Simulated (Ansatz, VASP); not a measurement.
# HfRu: VASP beside Ansatz

```
Hf Ru
1.0
     3.19275    0.00000    0.00000
     0.00000    3.19275    0.00000
     0.00000    0.00000    3.22500
Hf Ru
1 1
Direct
  0.00000 0.00000 0.00000
  0.50000 0.50000 0.50000
```

Change from the starting cell: equal xx and yy strain of -1 %.

Alike in both runs: task single point; functional PBEsol; k mesh 11 × 11 × 11; occupations fermi-dirac, width 0.08 eV; no spin polarisation.

```csv
,VASP,Ansatz
version,VASP 6.6.1,Ansatz 0.2.0
potentials or method,"VASP PAW PBE potentials, release 64 (Hf_pv, Ru_pv), cutoff 520 eV","all-electron LAPW, scalar-relativistic"
```

|  | VASP | Ansatz | Ansatz less VASP |
| --- | --- | --- | --- |
| pressure (GPa) | 0.0 | 1.1 | +1.13 |
| traceless stress, the component that is largest in VASP (GPa) | -1.80 | -1.78 | +0.018 |

VASP's potentials were made for PBE, not for PBEsol. Ansatz ran all-electron here, and VASP with PAW potentials.

Neither program's run includes spin-orbit coupling.
